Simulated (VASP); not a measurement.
Wanted: the native input for a VASP 6.6.1 run.

| Item | Value |
| --- | --- |
| Task | relaxation of cell and atoms |
| Functional | PBE |
| Potentials or basis | VASP PAW PBE potentials, release 64 (W_sv, Ge_d) |
| Cutoff | 600 eV |
| k mesh | 16 × 16 × 14 |
| Occupations | fermi-dirac, width 0.05 eV |
| Spin | no spin polarisation |
| Target pressure | 520 GPa |
| Dipole correction | no |
| Further INCAR settings | ALGO = Normal; EDIFF = 1e-06; IBRION = 2; EDIFFG = -0.005; NSW = 32; ISIF = 3 |

The structure of GeW (WC type) lies in POSCAR:

```
GeW
1.0
    2.3538635354      0.0000000000      0.0000000000
   -1.1769317677      2.0385056187      0.0000000000
    0.0000000000      0.0000000000      3.4560336654
W Ge
1 1
Direct
    0.0000000000      0.0000000000      0.0000000000
    0.3333333333      0.6666666667      0.5000000000
```

One way to write it, as run:

INCAR

```
ALGO     = Normal         # electronic algorithm
EDIFF    = 1E-6           # SCF threshold, eV
EDIFFG   = -0.005         # ionic threshold
ENCUT    = 600            # plane-wave cutoff, eV
GGA      = PE             # functional
IBRION   = 2              # ionic algorithm
ISIF     = 3              # what is computed and relaxed
ISMEAR   = -1             # smearing method
LASPH    = T              # aspherical terms in the spheres
LCHARG   = F              # write CHGCAR
LREAL    = F              # projectors in reciprocal space
LWAVE    = F              # write WAVECAR
NELM     = 60             # most SCF steps
NSW      = 32             # ionic steps
PREC     = Accurate       # precision mode
PSTRESS  = 5200.0       
SIGMA    = 0.05           # smearing width, eV
```

KPOINTS

```
k-points
0
Gamma
  16 16 14
```

Potentials or basis: VASP PAW PBE potentials, release 64 (W_sv, Ge_d).

Run with:

```bash
$ cat potpaw_PBE.64/W_sv/POTCAR potpaw_PBE.64/Ge_d/POTCAR > POTCAR
$ mpirun -np 1 vasp_std > vasp.out
```

Results of the run:

The relaxed volume is 8.35 Å³/atom, the relaxed cell is a = 2.360 Å, b = 2.360 Å, c = 3.459 Å, α = 90.00°, β = 90.00°, γ = 120.00° and the space group after relaxing (to 0.1 Å) is P-6m2 (No. 187). The energy change on relaxing (the run minimises the enthalpy) is -176.5 meV/atom, the ionic steps are 7 and the pressure after relaxing is 519.9 GPa. The band gap on the k mesh is zero (bands 14 and 15 overlap by 4.15 eV).

Caveat: the cell is relaxed towards a set pressure, so the run minimises the enthalpy, not the energy; spin-orbit coupling is left out, which moves the levels of the heavy elements.

Run time: 2.3 min on 1 thread of Intel(R) Xeon(R) 6975P-C (Granite Rapids), with other jobs on the host, peak memory 0.22 GiB.
